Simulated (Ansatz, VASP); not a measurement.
## Two plane-wave programs on Cd

```
CELL_PARAMETERS angstrom
-2.23687 2.23687 1.16279
2.23687 -2.23687 1.16279
2.23687 2.23687 -1.16279
ATOMIC_POSITIONS crystal
Cd 0.62500 0.87500 0.75000
Cd 0.37500 0.12500 0.25000
```

Change from the starting cell: volume scaled by 0.45, PAW files.

Alike in both runs: task single point; functional PBE; k mesh 14 × 14 × 14; occupations fermi-dirac, width 0.1 eV; no spin polarisation.

|  | VASP | Ansatz |
| --- | --- | --- |
| version | VASP 6.6.1 | Ansatz 0.2.0 |
| potentials or method | VASP PAW PBE potentials, release 64 (Cd) | PAW with Ansatz's default frozen-core files, scalar-relativistic |
| plane-wave cutoff (eV) | 520 | 420 |
| valence electrons in the cell | 24 | 40 |

|  | VASP | Ansatz | Ansatz less VASP |
| --- | --- | --- | --- |
| pressure (GPa) | 244.5 | 234.1 | -10.44 |
| traceless stress, the component that is largest in VASP (GPa) | 0.40 | -0.22 | -0.622 |

Both programs put the cell under a high pressure, so it lies far from rest at this level. VASP's potentials hold 24 valence electrons a cell and Ansatz's 40, so a difference there can come from the potentials and not from the codes.

Noted on VASP's run: the cell as given lies far from equilibrium.
